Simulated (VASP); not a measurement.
## Al: single point with PBEsol

Al:

```
CELL_PARAMETERS angstrom
0.08855 2.02398 2.02398
2.02398 0.08855 2.02398
2.11253 2.11253 0.00000
ATOMIC_POSITIONS crystal
Al 0.00000 0.00000 0.00000
```

This cell differs from its parent crystal: strain +0.0875 x Voigt [0, 0, 0, 0, 0, 1].

| Quantity | Value |
| --- | --- |
| Program | VASP 6.6.1 |
| Task | single point |
| Functional | PBEsol |
| Potentials or basis | VASP PAW PBE potentials, release 64 (Al) |
| Cutoff | 520 eV |
| k mesh | 20 × 20 × 20 |
| Occupations | gaussian, width 0.15 eV |
| Spin | no spin polarisation |
| Dipole correction | no |
| Further INCAR settings | ALGO = Fast; EDIFF = 1e-07; NBANDS = 8 |

```
Pressure               : -1.1 GPa
Band gap on the k mesh : zero (an odd number of electrons rules out a gap without spin polarisation)
```

Stress tensor (GPa, compression positive):
```
-0.67 -2.98  0.00
-2.98 -0.67  0.00
 0.00  0.00 -2.07
```

Levels at points of the mesh, in eV from the Fermi level:
```
           k point  band 1  band 2  band 3  band 4  band 5  band 6
(0.00, 0.00, 0.00)  -11.12   11.26   12.37   12.59   13.30   14.02
(0.50, 0.00, 0.00)   -4.35   -3.83   10.28   10.39   10.85   11.65
(0.50, 0.50, 0.00)   -2.93   -1.64    4.08    4.84    7.23    9.54
(0.00, 0.00, 0.50)   -4.90   -4.81   11.14   11.52   12.54   12.73
(0.50, 0.00, 0.50)   -2.91   -1.57    5.26    5.60    5.61    9.04
```

Wall time 97 s on 1 thread of Intel Xeon 8259CL, with other jobs on the host, peak memory 0.25 GiB.

Caveat: the cell differs from its parent crystal (strain +0.0875 x Voigt [0, 0, 0, 0, 0, 1]); the PAW data sets were made with another functional, which shifts forces and pressure a little.
